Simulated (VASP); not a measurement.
A run of VASP 6.6.1:

Contents of POSCAR:

```
TePb
1.0
    0.0000000000      3.2850000000      3.2850000000
    3.2850000000      0.0000000000      3.2850000000
    3.2850000000      3.2850000000      0.0000000000
Pb Te
1 1
Direct
    0.0000000000      0.0000000000      0.0000000000
    0.5000000000      0.5000000000      0.5000000000
```

The input INCAR.step1:

```
SYSTEM = TePb
  PREC = Accurate
  ENCUT = 520
  EDIFF = 1E-5
  ISMEAR = -1
  SIGMA = 0.02
  LREAL = .FALSE.
  LASPH = .TRUE.
  NELM = 100
  ALGO = Normal
  ISIF = 2
  LWAVE = .TRUE.
  NBANDS = 17
  GGA = PE
  KPAR = 4
```

The input INCAR.step2:

```
SYSTEM = TePb
  PREC = Accurate
  ENCUT = 520
  EDIFF = 1E-6
  ISMEAR = -1
  SIGMA = 0.02
  LREAL = .FALSE.
  LASPH = .TRUE.
  NELM = 100
  ALGO = Normal
  ISIF = 2
  LWAVE = .FALSE.
  LCHARG = .TRUE.
  GGA = PE
  LHFCALC = .TRUE.
  HFSCREEN = 0.2079
  PRECFOCK = Normal
  LVHAR = .TRUE.
  NBANDS = 17
  ISTART = 1
  KPAR = 4
```

File KPOINTS:

```
Automatic mesh
0
G
  6 6 6
  0 0 0
```

Potentials or basis: VASP PAW PBE potentials, release 64 (Pb_d, Te).

The run is started by

```bash
$ cat potpaw_PBE.64/Pb_d/POTCAR potpaw_PBE.64/Te/POTCAR > POTCAR
$ cp INCAR.step1 INCAR
$ mpirun -np 4 vasp_std > vasp.out
$ cp INCAR.step2 INCAR
$ mpirun -np 4 vasp_std > vasp.out
```

Hardware: 4 MPI ranks on AMD EPYC 7R43 64-Core Processor (Zen 3), with other jobs on the host.

Question: How long does it take, and how much memory?

Answer: Wall time 42 min on 4 MPI ranks on AMD EPYC 7R43 64-Core Processor (Zen 3) (shared host), peak memory 0.3 GiB a rank. Counts: k points 16.
